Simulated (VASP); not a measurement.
Write the native input for VASP 6.6.1 that does the following.

| Property | Result |
| --- | --- |
| Task | single point |
| Functional | PBE |
| Potentials or basis | VASP PAW PBE potentials, release 64 (Rb_sv, Br) |
| Cutoff | 520 eV |
| k mesh | 4 × 4 × 4 |
| Occupations | gaussian, width 0.01 eV |
| Spin | no spin polarisation |
| Dipole correction | no |
| Further INCAR settings | ALGO = Normal; EDIFF = 1e-06; NBANDS = 15 |

The structure of RbBr lies in POSCAR:

```
RbBr
1.0
    4.1242532581      0.0000000000      0.0000000000
    0.0000000000      4.3358274503      0.0000000000
    0.0000000000      0.0000000000      4.1242532581
Rb Br
1 1
Direct
    0.0000000000      0.0000000000      0.0000000000
    0.5000000000      0.5000000000      0.5000000000
```

This cell differs from its parent crystal: uniaxial y strain +5.1%.

The input as run:

INCAR

```
ALGO     = Normal         # electronic algorithm
EDIFF    = 1E-6           # SCF threshold, eV
ENCUT    = 520            # plane-wave cutoff, eV
GGA      = PE             # functional
ISIF     = 2              # what is computed and relaxed
ISMEAR   = 0              # smearing method
LASPH    = T              # aspherical terms in the spheres
LCHARG   = T              # write CHGCAR
LELF     = T              # ELF
LREAL    = F              # projectors in reciprocal space
LVHAR    = T            
LWAVE    = F              # write WAVECAR
NBANDS   = 15             # bands
NELM     = 100            # most SCF steps
PREC     = Accurate       # precision mode
SIGMA    = 0.01           # smearing width, eV
```

KPOINTS

```
k-points
0
Gamma
  4 4 4
```

Potentials or basis: VASP PAW PBE potentials, release 64 (Rb_sv, Br).

Launch:

```console
$ cat potpaw_PBE.64/Rb_sv/POTCAR potpaw_PBE.64/Br/POTCAR > POTCAR
$ mpirun -np 1 vasp_std > vasp.out
```

Results of the run:

```
Pressure               : 0.1 GPa
Band gap on the k mesh : 3.82 eV, indirect (least direct gap 3.96 eV)
```

Caveat: the cell differs from its parent crystal (uniaxial y strain +5.1%).

Wall time 14 s on 1 thread of Intel(R) Xeon(R) Platinum 8375C CPU @ 2.90GHz (Ice Lake), with other jobs on the host, peak memory 0.18 GiB.
